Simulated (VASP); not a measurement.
A run of VASP 6.6.1 is set up as follows.

File INCAR:

```
ALGO = Normal ; EDIFF = 1E-6
EDIFFG = -0.02 ; ENCUT = 600
GGA = PS ; IBRION = 2
ISIF = 3 ; ISMEAR = -1
ISPIN = 2 ; LASPH = True
LCHARG = False ; LMAXMIX = 4
LORBIT = 11 ; LREAL = False
LWAVE = False ; MAGMOM = 3
NELM = 150 ; NSW = 80
PREC = Accurate ; SIGMA = 0.05
```

File KPOINTS:

```
k-points
0
Gamma
  13 13 13
```

Contents of POSCAR:

```
Fe
1.0
   -1.4430000000      1.4430000000      1.4430000000
    1.4430000000     -1.4430000000      1.4430000000
    1.4430000000      1.4430000000     -1.4430000000
Fe
1
Direct
    0.0000000000      0.0000000000      0.0000000000
```

Potentials or basis: VASP PAW PBE potentials, release 64 (Fe).

The run is started by

```bash
$ cat potpaw_PBE.64/Fe/POTCAR > POTCAR
$ mpirun -np 1 vasp_std > vasp.out
```

Problem. Predict the site moments.

Solution. Fe +2.05 μB.

Problem. Estimate the relaxed cell.

Solution. a = 2.412 Å, b = 2.412 Å, c = 2.412 Å, α = 109.47°, β = 109.47°, γ = 109.47°.

Problem. Estimate the relaxed volume.

Solution. 10.80 Å³/atom.

Step by step:
```csv
step,energy change (eV),largest force (eV/Å),pressure (GPa),volume (Å³)
1,0.0000,0.0000,-17.70,12.02
2,-0.0091,0.0000,26.41,9.85
3,-0.0785,0.0000,-0.16,10.80
```

Caveat: the PAW data sets were made with another functional, which shifts forces and pressure a little.
